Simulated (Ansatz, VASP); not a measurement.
# V: VASP beside Ansatz

INCAR

```
SYSTEM = V
ALGO = Normal ; EDIFF = 1E-7
ENCUT = 520 ; GGA = PE
ISIF = 2 ; ISMEAR = 0
ISPIN = 2 ; LASPH = .True.
LCHARG = .False. ; LMAXMIX = 4
LORBIT = 11 ; LREAL = .False.
LWAVE = .False. ; MAGMOM = 2
NBANDS = 16 ; NELM = 150
PREC = Accurate ; SIGMA = 0.1
```

KPOINTS

```
k-points
0
Gamma
  8 8 8
  0 0 0
```

File POSCAR:

```
V
1.0
    0.0000000000      1.9935421882      1.9935421882
    1.9935421882      0.0000000000      1.9935421882
    1.9935421882      1.9935421882      0.0000000000
V
1
Direct
    0.0000000000      0.0000000000      0.0000000000
```

Input for Ansatz:

```yaml
crystal:
  lattice:
    - [0.0, 1.9935421882, 1.9935421882]
    - [1.9935421882, 0.0, 1.9935421882]
    - [1.9935421882, 1.9935421882, 0.0]
  atoms:
    - { symbol: V, position: [0.0, 0.0, 0.0], spin: 2.0 }
basis:
  ecutwfc: 420
kpoints:
  mp_grid: { grid: [8, 8, 8] }
hamiltonian:
  xc: pbe
scf:
  occupations: { method: gaussian, width: 0.1 }
  lower_state_search: "off"
output:
  forces: true
  stress: true
  eigenvalues: true
  populations: true
magnetization:
  spin_polarized: true
```

Alike in both runs: task single point; functional PBE; k mesh 8 × 8 × 8; occupations gaussian, width 0.1 eV; collinear spin.

|  | VASP | Ansatz |
| --- | --- | --- |
| version | VASP 6.6.1 | Ansatz 0.2.0 |
| potentials or method | VASP PAW PBE potentials, release 64 (V_sv), cutoff 520 eV | scalar-relativistic, plane waves, PAW |
| valence electrons in the cell | 13 | 13 |

Ansatz gave:

- gap on the k mesh at the Fermi level (eV): none
- pressure (GPa): -17.5
- net moment per atom (μB): 0.00

Task: What did VASP give for the same quantities?

Result: gap on the k mesh at the Fermi level (eV): none; pressure (GPa): -17.4; net moment per atom (μB): 0.00.

A gap of «none» marks a metal or a gap that the smearing closes. Ansatz's warnings: seeded moment not kept.
